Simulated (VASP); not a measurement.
Here is a VASP 6.6.1 calculation.

Contents of INCAR:

```
PREC     = Accurate       # precision mode
ENCUT    = 520            # plane-wave cutoff, eV
EDIFF    = 1E-7           # SCF threshold, eV
ISMEAR   = 1              # smearing method
SIGMA    = 0.1            # smearing width, eV
LREAL    = F              # projectors in reciprocal space
LASPH    = T              # aspherical terms in the spheres
NELM     = 100            # most SCF steps
ALGO     = Normal         # electronic algorithm
ISIF     = 2              # what is computed and relaxed
LWAVE    = F              # write WAVECAR
LCHARG   = F              # write CHGCAR
GGA      = PS             # functional
NBANDS   = 12             # bands
```

File KPOINTS:

```
regular mesh
0
Gamma
  14 14 14
```

The input POSCAR:

```
Cu
1.0
   -1.4166736561      1.4166736561      1.3511695070
    1.4166736561     -1.4166736561      1.3511695070
    1.4166736561      1.4166736561     -1.3511695070
Cu
1
Direct
    0.0000000000      0.0000000000      0.0000000000
```

Potentials or basis: VASP PAW PBE potentials, release 64 (Cu).

Command:

```console
$ cat potpaw_PBE.64/Cu/POTCAR > POTCAR
$ mpirun -np 1 vasp_std > vasp.out
```

Q: What does it give for the pressure?

A: 9.3 GPa.

Stress tensor (GPa, compression positive):
```
9.38 0.00 0.00
0.00 9.38 0.00
0.00 0.00 9.01
```

Caveat: the PAW data sets were made with another functional, which shifts forces and pressure a little.
